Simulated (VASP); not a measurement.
Crystal: Hf.

```
CELL_PARAMETERS angstrom
-1.67380 1.67380 1.67380
1.67380 -1.67380 1.67380
1.67380 1.67380 -1.67380
ATOMIC_POSITIONS crystal
Hf 0.00000 0.00000 0.00000
```

| Quantity | Value |
| --- | --- |
| Program | VASP 6.6.1 |
| Task | relaxation of cell and atoms |
| Functional | PBEsol |
| Potentials or basis | VASP PAW PBE potentials, release 64 (Hf_pv) |
| Cutoff | 600 eV |
| k mesh | 8 × 8 × 8 |
| Occupations | gaussian, width 0.1 eV |
| Spin | no spin polarisation |

At the start: pressure 17.4 GPa; volume 18.76 Å³/atom.

**Question.** Where does the relaxation end?

**Answer.** Over 4 steps the energy falls by 122.8 meV/atom and the volume is 21.25 Å³/atom (+13.3 %); space group Im-3m (No. 229, to 0.05 Å).

Step by step:
```csv
step,energy change (eV),largest force (eV/Å),pressure (GPa),volume (Å³)
1,0.0000,0.0000,17.44,18.76
2,0.0488,0.0000,-13.50,24.86
3,-0.1227,0.0000,-0.44,21.33
4,-0.1228,0.0000,0.09,21.25
```

Final structure:
```
Hf
1.0
    -1.74494    1.74494    1.74494
     1.74494   -1.74494    1.74494
     1.74494    1.74494   -1.74494
Hf
1
Direct
  0.00000 0.00000 0.00000
```

Caveat: the PAW data sets were made with another functional, which shifts forces and pressure a little.
